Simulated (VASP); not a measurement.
Wanted: the native input for a VASP 6.6.1 run.

| Property | Result |
| --- | --- |
| Task | single point |
| Functional | r2SCAN |
| Potentials or basis | VASP PAW PBE potentials, release 64 (Ti_sv) |
| Cutoff | 520 eV |
| k mesh | 18 × 18 × 10 |
| Occupations | methfessel-paxton, width 0.05 eV |
| Spin | no spin polarisation |
| Dipole correction | no |
| Further INCAR settings | ALGO = Normal; EDIFF = 1e-07; NBANDS = 19 |

Crystal: Ti.

```xyz
2
Lattice="2.7981 0.0000 0.0000 -1.3990 2.4232 0.0000 0.0000 0.0000 5.1950" Properties=species:S:1:pos:R:3 pbc="T T T"
Ti    0.0000    1.6155    1.2988
Ti    1.3991    0.8077    3.8963
```

One way to write it, as run:

POSCAR

```
Ti
1.0
    2.7981000000      0.0000000000      0.0000000000
   -1.3990500000      2.4232256823      0.0000000000
    0.0000000000      0.0000000000      5.1950000000
Ti
2
Direct
    0.3333333333      0.6666666667      0.2500000000
    0.6666666667      0.3333333333      0.7500000000
```

INCAR.step1

```
SYSTEM = Ti
PREC = Accurate ; ENCUT = 520
ISMEAR = 1 ; SIGMA = 0.05
LREAL = .False. ; LASPH = .True.
NELM = 100 ; NBANDS = 19
GGA = PE ; ALGO = Normal
EDIFF = 1E-4 ; LWAVE = .True.
LCHARG = .False.
```

INCAR.step2

```
SYSTEM = Ti
PREC = Accurate ; ENCUT = 520
EDIFF = 1E-7 ; ISMEAR = 1
SIGMA = 0.05 ; LREAL = .False.
LASPH = .True. ; NELM = 100
ALGO = Normal ; ISIF = 2
LWAVE = .False. ; LCHARG = .False.
METAGGA = R2SCAN ; LMIXTAU = .True.
NBANDS = 19 ; ISTART = 1
```

KPOINTS

```
Automatic mesh
0
Gamma
  18 18 10
  0 0 0
```

Potentials or basis: VASP PAW PBE potentials, release 64 (Ti_sv).

Run with:

```sh
$ cat potpaw_PBE.64/Ti_sv/POTCAR > POTCAR
$ cp INCAR.step1 INCAR
$ mpirun -np 1 vasp_std > vasp.out
$ cp INCAR.step2 INCAR
$ mpirun -np 1 vasp_std > vasp.out
```

Results of the run:

The pressure is -1.5 GPa and the band gap on the k mesh is zero (band 12 reaches 8.34 eV, above the bottom of band 13 at 7.92 eV).

Caveat: the PAW data sets were made with another functional, which shifts forces and pressure a little.

It took 5.7 min on 1 thread of Intel(R) Xeon(R) Platinum 8488C (Sapphire Rapids), on a shared host, peak memory 0.26 GiB.
